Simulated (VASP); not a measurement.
# Ba4CdBr (P4/mmm) in VASP: single point with PBE

Aim: the single point of Ba4CdBr with PBE.

All numbers are computed with VASP 6.6.1; they aren't measurements. Logs are shortened: lines on timing, memory, paths and dates and some standing lists are left out, and cuts for length are marked.

### Step 1. The cell of the first run

The structure is tetragonal, space group P4/mmm (No. 123). The conventional cell has a = 5.837 Å, b = 5.837 Å, c = 4.233 Å, α = 90.00°, β = 90.00°, γ = 90.00°. Ba (site symmetry m2m) has 2 Ba at 1.94 Å and 2 Br at 2.52 Å within 2.6 Å. Within 5.2 Å of Cd (site symmetry 4/mmm) lie 16 Ba at 3.92 Å and 4 Br at 4.13 Å and 2 Cd at 4.23 Å. Br (site symmetry 4/mmm) has 8 Ba at 2.52 Å within 3.3 Å.

The cell was built from a structure type or drawn by symmetry, and may not be a known phase.

### Step 2. Single point, PBE

INCAR

```
PREC = Accurate
ENCUT = 520
EDIFF = 1E-6
ISMEAR = 0
SIGMA = 0.1
LREAL = F
LASPH = T
NELM = 80
ALGO = Normal
ISIF = 2
LWAVE = F
LCHARG = F
GGA = PE
NBANDS = 38
```

KPOINTS

```
Automatic mesh
0
Gamma
  4 4 4
```

POSCAR

```
Ba4CdBr
1.0
    5.8374922800      0.0000000000      0.0000000000
    0.0000000000      5.8374922800      0.0000000000
    0.0000000000      0.0000000000      4.2334711600
Ba Cd Br
4 1 1
Direct
    0.2347168100      0.0000000000      0.0000000000
    0.7652831900      0.0000000000      0.0000000000
    0.0000000000      0.2347168100      0.0000000000
    0.0000000000      0.7652831900      0.0000000000
    0.5000000000      0.5000000000      0.5000000000
    0.0000000000      0.0000000000      0.5000000000
```

Potentials or basis: VASP PAW PBE potentials, release 64 (Ba_sv, Cd, Br).

Started as:

```bash
> cat potpaw_PBE.64/Ba_sv/POTCAR potpaw_PBE.64/Cd/POTCAR potpaw_PBE.64/Br/POTCAR > POTCAR
> mpirun -np 1 vasp_std > vasp.out
```

OUTCAR:

```text
PREC = Accurate
   ENCUT = 520
   EDIFF = 1E-6
   ISMEAR = 0
   LREAL = F
   LASPH = T
   NELM = 80
   ISIF = 2
   GGA = PE

 ion  position               nearest neighbor table
   1  0.235  0.000  0.000-   3 1.94   4 1.94   6 2.52   6 2.52   2 2.74   2 3.10   5 3.92   5 3.92
                             5 3.92   5 3.92   4 4.66   3 4.66   3 4.66   4 4.66   4 4.67   3 4.67
   2  0.765  0.000  0.000-   3 1.94   4 1.94   6 2.52   6 2.52   1 2.74   1 3.10   5 3.92   5 3.92
                             5 3.92   5 3.92   3 4.66   3 4.66   4 4.66   4 4.66   3 4.67   4 4.67
   3  0.000  0.235  0.000-   1 1.94   2 1.94   6 2.52   6 2.52   4 2.74   4 3.10   5 3.92   5 3.92
                             5 3.92   5 3.92   2 4.66   1 4.66   1 4.66   2 4.66   2 4.67   1 4.67
   4  0.000  0.765  0.000-   1 1.94   2 1.94   6 2.52   6 2.52   3 2.74   3 3.10   5 3.92   5 3.92
                             5 3.92   5 3.92   1 4.66   1 4.66   2 4.66   2 4.66   2 4.67   1 4.67
   5  0.500  0.500  0.500-   1 3.92   2 3.92   3 3.92   4 3.92   1 3.92   2 3.92   3 3.92   4 3.92
                             1 3.92   2 3.92   1 3.92   2 3.92   3 3.92   4 3.92   3 3.92   4 3.92
   6  0.000  0.000  0.500-   1 2.52   2 2.52   3 2.52   4 2.52   1 2.52   2 2.52   3 2.52   4 2.52

 -----------------------------------------------------------------------------
|                                                                             |
|           W    W    AA    RRRRR   N    N  II  N    N   GGGG   !!!           |
|           W    W   A  A   R    R  NN   N  II  NN   N  G    G  !!!           |
|           W    W  A    A  R    R  N N  N  II  N N  N  G       !!!           |
|           W WW W  AAAAAA  RRRRR   N  N N  II  N  N N  G  GGG   !            |
|           WW  WW  A    A  R   R   N   NN  II  N   NN  G    G                |
|           W    W  A    A  R    R  N    N  II  N    N   GGGG   !!!           |
|                                                                             |
|     The distance between some ions is very small. Please check the          |
|     nearest-neighbor list in the OUTCAR file.                               |
|     I HOPE YOU KNOW WHAT YOU ARE DOING!                                     |
|                                                                             |
 -----------------------------------------------------------------------------

  LATTYP: Found a simple tetragonal cell.
 ALAT       =     5.8374922800
 C/A-ratio  =     0.7252208580

  Lattice vectors:

 A1 = (   5.8374922800,   0.0000000000,   0.0000000000)
 A2 = (   0.0000000000,   5.8374922800,   0.0000000000)
 A3 = (   0.0000000000,   0.0000000000,   4.2334711600)

Analysis of symmetry for initial positions (statically):
=====================================================================
 Subroutine PRICEL returns:
 Original cell was already a primitive cell.

 Routine SETGRP: Setting up the symmetry group for a
 simple tetragonal supercell.

 Subroutine GETGRP returns: Found 16 space group operations
 (whereof 16 operations were pure point group operations)
 out of a pool of 16 trial point group operations.

[... 131 lines left out ...]
   EFERMI_NEDOS =   21; number of points for ismear=-14 and -15
   IALGO  =     38    algorithm
   IMIX   =      4    mixing-type and parameters
     AMIX     =   0.40;   BMIX     =  1.00
     AMIX_MAG =   1.60;   BMIX_MAG =  1.00
  volume/ion in A,a.u.               =      24.04       162.25
  Fermi-wavevector in a.u.,A,eV,Ry     =   1.215185  2.296367 20.091379  1.476675
  Thomas-Fermi vector in A             =   2.350580
   LORBIT       =      0    0 simple, 1 ext, 2 COOP (PROOUT), +10 PAW based schemes
   GGA     = PE    functional components
   LHFCALC =     F    Hartree Fock is set to
   AEXX    =    0.0000 exact exchange contribution
   IVDW    =     0    specifies the selected vdW correction
   LEPSILON=     F    determine dielectric tensor
   LRPA    =     F    only Hartree local field effects (RPA)
 non-spin polarized calculation
 Gauss-broadening in eV      SIGMA  =   0.10
  energy-cutoff  :      520.00
  volume of cell :      144.26
 maximum number of plane-waves:      3928
 NGX is ok and might be reduce to    48
   NGX = 21   NGY = 21   NGZ = 15

 number of electron      58.9999997 magnetization

 Free energy of the ion-electron system (eV)
  ---------------------------------------------------
  ext. energy  EPLUGINS =         0.00000000
  ---------------------------------------------------
  free energy    TOTEN  =        74.76076104 eV

  energy without entropy =       74.76904361  energy(sigma->0) =       74.76490233

 E-fermi :   5.3362     XC(G=0): -10.2046

 val. band max:        5.2171450406   @ k =   0.5000   0.0000   0.2500
 cond. band min:       5.3775993308   @ k =   0.5000   0.2500   0.0000
 fundamental gap:      0.1604542902
 Fermi energy:         5.3362226275

 k-point     1 :       0.0000    0.0000    0.0000
  band No.  band energies     occupation
      1     -34.0722      2.00000
      2     -27.2245      2.00000
      3     -27.2245      2.00000
      4     -19.2407      2.00000
      5     -17.4563      2.00000
      6     -16.1307      2.00000
[... 727 lines left out ...]
     37      10.0317      0.00000
     38      10.0319      0.00000

------------------------ aborting loop because EDIFF is reached ----------------------------------------

  FORCE on cell =-STRESS in cart. coord.  units (eV):
  Direction    XX          YY          ZZ          XY          YZ          ZX
  --------------------------------------------------------------------------------------
  -------------------------------------------------------------------------------------
  Total      269.1524378    269.1524378     66.0027131      0.0000000      0.0000000      0.0000000
  in kB     2989.2322292   2989.2322292    733.0323251      0.0000000      0.0000000      0.0000000
  external PRESSURE =    2237.1655945 kB  Pullay stress =       0.0000000 kB

 VOLUME and BASIS-vectors are now :
 -----------------------------------------------------------------------------
  energy-cutoff  :      520.00
  volume of cell :      144.26
      direct lattice vectors                 reciprocal lattice vectors
     5.837492280  0.000000000  0.000000000     0.171306436  0.000000000  0.000000000
     0.000000000  5.837492280  0.000000000     0.000000000  0.171306436  0.000000000
     0.000000000  0.000000000  4.233471160     0.000000000  0.000000000  0.236212782

 POSITION                                       TOTAL-FORCE (eV/Angst)
 -----------------------------------------------------------------------------------
      1.37016      0.00000      0.00000        94.154580     -0.000000      0.000000
      4.46733      0.00000      0.00000       -94.154580      0.000000      0.000000
      0.00000      1.37016      0.00000         0.000000     94.154580     -0.000000
      0.00000      4.46733      0.00000        -0.000000    -94.154580      0.000000
      2.91875      2.91875      2.11674        -0.000000      0.000000      0.000000
      0.00000      0.00000      2.11674        -0.000000      0.000000      0.000000
 -----------------------------------------------------------------------------------
    total drift:                               -0.000000     -0.000000      0.000000

  FREE ENERGIE OF THE ION-ELECTRON SYSTEM (eV)
  ---------------------------------------------------
  free  energy   TOTEN  =        74.7607610420 eV

  energy  without entropy=       74.7690436116  energy(sigma->0) =       74.76490233
```

Wall time 2.2 min (1 thread of Intel Xeon 8259CL, shared host); peak memory 0.31 GiB.

What came out:

| Quantity | Value |
| --- | --- |
| Free energy | 74.7608 eV |
| Pressure | 223.7 GPa |
| Largest force | 94.155 eV/Å |
| Band gap on the k mesh | zero (an odd number of electrons rules out a gap without spin polarisation) |

Forces on the atoms (eV/Å):
```
Ba   94.155   0.000   0.000
Ba  -94.155   0.000   0.000
Ba    0.000  94.155   0.000
Ba    0.000 -94.155   0.000
Cd    0.000   0.000   0.000
Br    0.000   0.000   0.000
```

Levels at points of the mesh, in eV from the Fermi level:
```tsv
k point	band 26	band 27	band 28	band 29	band 30	band 31	band 32	band 33
(0.00, 0.00, 0.00)	-4.37	-4.07	-1.49	1.02	1.33	1.67	1.67	1.74
(0.50, 0.00, 0.00)	-3.05	-1.76	-1.62	-0.97	-0.47	1.04	2.54	3.12
(0.50, 0.50, 0.00)	-2.50	-1.94	-1.15	0.85	0.85	1.12	1.12	1.60
(0.00, 0.00, 0.50)	-4.76	-4.10	-2.83	-0.81	-0.70	0.77	0.77	2.08
(0.50, 0.00, 0.50)	-3.78	-3.37	-3.06	-1.41	0.18	0.30	0.44	2.04
(0.50, 0.50, 0.50)	-2.60	-2.43	-2.33	-0.91	-0.91	-0.80	-0.44	1.99
```

Caveat: the k points lie up to 0.37 Å⁻¹ apart, too coarse for converged energies and pressures of a metal; atoms lie so close that the PAW spheres overlap strongly, which falsifies energies and pressures; spin-orbit coupling is left out, which moves the levels of the heavy elements; an odd number of electrons without spin polarisation forces a metal; a magnetic or distorted state may lie lower.
